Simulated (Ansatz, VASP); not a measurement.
RhC2 in VASP and in Ansatz

```
Rh C
1.0
     0.00000    2.51449    2.44125
     2.44125    0.00000    2.44125
     2.44125    2.51449    0.00000
Rh C
1 2
Direct
  0.00000 0.00000 0.00000
  0.25000 0.25000 0.25000
  0.75000 0.75000 0.75000
```

Change from the starting cell: strain e2 = +0.03, atoms carried along.

Alike in both runs: task single point; functional PBEsol; k mesh 12 × 12 × 12; occupations gaussian, width 0.05 eV; no spin polarisation.

|  | VASP | Ansatz |
| --- | --- | --- |
| version | VASP 6.6.1 | Ansatz 0.2.0 |
| potentials or method | VASP PAW PBE potentials, release 64 (Rh_pv, C), cutoff 520 eV | scalar-relativistic, plane waves, PAW |
| valence electrons in the cell | 23 | 25 |

```tsv
	VASP	Ansatz	Ansatz less VASP
gap on the k mesh at the Fermi level (eV)	none	none	-
pressure (GPa)	-7.9	-7.8	+0.05
traceless stress, the component that is largest in VASP (GPa)	1.07	1.07	+0.001
```

VASP's potentials were made for PBE, not for PBEsol. A gap of «none» marks a metal or a gap that the smearing closes. With one functional, cell and mesh, what is left measures potentials, basis and numerics. VASP's potentials hold 23 valence electrons a cell and Ansatz's 25, so a difference there can come from the potentials and not from the codes.
